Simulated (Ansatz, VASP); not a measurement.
# One calculation of SnSe2, two programs

The input INCAR:

```
SYSTEM = SnSe2
ALGO = Normal
EDIFF = 1E-6
ENCUT = 500
GGA = PE
GGA_COMPAT = .FALSE.
ISIF = 2
ISMEAR = 0
IVDW = 12
LASPH = .TRUE.
LCHARG = .TRUE.
LELF = .TRUE.
LREAL = .FALSE.
LVHAR = .TRUE.
LWAVE = .FALSE.
NBANDS = 20
NELM = 120
PREC = Accurate
SIGMA = 0.03
```

File KPOINTS:

```
k-points
0
G
  12 12 6
  0 0 0
```

File POSCAR:

```
SnSe2
1.0
    3.6480000000      0.0000000000      0.0000000000
   -1.8240000000      3.1592606730      0.0000000000
    0.0000000000      0.0000000000      6.0099097605
Sn Se
1 2
Direct
    0.0000000000      0.0000000000      0.0000000000
    0.3333333333      0.6666666667      0.2651331237
    0.6666666667      0.3333333333      0.7348668763
```

Input for Ansatz:

```yaml
crystal:
  lattice:
    - [3.648, 0.0, 0.0]
    - [-1.824, 3.159260673, 0.0]
    - [0.0, 0.0, 6.0099097605]
  atoms:
    - { symbol: Sn, position: [0.0, 0.0, 0.0] }
    - { symbol: Se, position: [0.3333333333, 0.6666666667, 0.2651331237] }
    - { symbol: Se, position: [0.6666666667, 0.3333333333, 0.7348668763] }
basis:
  ecutwfc: 420
kpoints:
  mp_grid: { grid: [12, 12, 6] }
hamiltonian:
  xc: pbe
  dispersion: d3bj
scf:
  occupations: { method: gaussian, width: 0.03 }
output:
  forces: true
  stress: true
  eigenvalues: true
```

Alike in both runs: task single point; functional PBE; dispersion D3(BJ); k mesh 12 × 12 × 6; occupations gaussian, width 0.03 eV; no spin polarisation.

|  | VASP | Ansatz |
| --- | --- | --- |
| version | VASP 6.6.1 | Ansatz 0.2.0 |
| potentials or method | VASP PAW PBE potentials, release 64 (Sn_d, Se), cutoff 500 eV | scalar-relativistic, plane waves, PAW |
| valence electrons in the cell | 26 | 46 |

|  | VASP | Ansatz | Ansatz less VASP |
| --- | --- | --- | --- |
| gap on the k mesh at the Fermi level (eV) | 0.47 | 0.47 | +0.004 |
| least direct gap on the mesh (eV) | 1.25 | 1.25 | +0.004 |
| pressure (GPa) | 8.8 | 8.7 | -0.13 |
| traceless stress, the component that is largest in VASP (GPa) | -2.49 | -2.52 | -0.025 |
| rms of the force components (eV/Å) | 0.312 | 0.302 | -0.0100 |

Atom by atom the forces differ by 0.010 eV/Å (rms over components). VASP's potentials hold 26 valence electrons a cell and Ansatz's 46, so a difference there can come from the potentials and not from the codes.
